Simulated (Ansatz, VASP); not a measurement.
**One calculation of MnO, two programs**

Contents of INCAR:

```
SYSTEM = MnO
PREC     = Accurate       ! precision mode
ENCUT    = 600            ! plane-wave cutoff, eV
EDIFF    = 1E-6           ! SCF threshold, eV
ISMEAR   = 0              ! smearing method
SIGMA    = 0.1            ! smearing width, eV
LREAL    = .FALSE.        ! projectors in reciprocal space
LASPH    = .TRUE.         ! aspherical terms in the spheres
NELM     = 200            ! most SCF steps
ALGO     = Normal         ! electronic algorithm
ISIF     = 2              ! what is computed and relaxed
LWAVE    = .FALSE.        ! write WAVECAR
LCHARG   = .FALSE.        ! write CHGCAR
ISPIN    = 2              ! spin polarisation
MAGMOM   = 4 0            ! initial moments
LORBIT   = 11             ! projections on sites
LMAXMIX  = 4              ! l up to which the mixer works
GGA      = PE             ! functional
NBANDS   = 20             ! bands
GGA_COMPAT= .FALSE.
```

The input KPOINTS:

```
Automatic mesh
0
G
  8 8 8
  0 0 0
```

POSCAR

```
MnO
1.0
    0.0000000000      2.2239077028      2.2239077028
    2.2239077028      0.0000000000      2.2239077028
    2.2239077028      2.2239077028      0.0000000000
Mn O
1 1
Direct
    0.0000000000      0.0000000000      0.0000000000
    0.5000000000      0.5000000000      0.5000000000
```

Input for Ansatz:

```yaml
crystal:
  lattice:
    - [0.0, 2.2239077028, 2.2239077028]
    - [2.2239077028, 0.0, 2.2239077028]
    - [2.2239077028, 2.2239077028, 0.0]
  atoms:
    - { symbol: Mn, position: [0.0, 0.0, 0.0], spin: 4.0 }
    - { symbol: O, position: [0.5, 0.5, 0.5] }
basis:
  ecutwfc: 420
kpoints:
  mp_grid: { grid: [8, 8, 8] }
hamiltonian:
  xc: pbe
scf:
  occupations: { method: gaussian, width: 0.1 }
  lower_state_search: "off"
output:
  forces: true
  stress: true
  eigenvalues: true
  populations: true
magnetization:
  spin_polarized: true
```

Alike in both runs: task single point; functional PBE; k mesh 8 × 8 × 8; occupations gaussian, width 0.1 eV; collinear spin.

|  | VASP | Ansatz |
| --- | --- | --- |
| version | VASP 6.6.1 | Ansatz 0.2.0 |
| potentials or method | VASP PAW PBE potentials, release 64 (Mn_pv, O), cutoff 600 eV | scalar-relativistic, plane waves, PAW |
| valence electrons in the cell | 19 | 21 |

```tsv
	VASP	Ansatz	Ansatz less VASP
gap on the k mesh at the Fermi level (eV)	none	none	-
pressure (GPa)	0.2	0.1	-0.01
net moment per atom (μB)	2.40	2.40	0.000
size of the moment on the site where the two differ most (μB)	4.35	4.07	-0.286
```

Site moments also hang on the region over which each program counts them. A gap of «none» marks a metal or a gap that the smearing closes. VASP's potentials hold 19 valence electrons a cell and Ansatz's 21, so a difference there can come from the potentials and not from the codes.
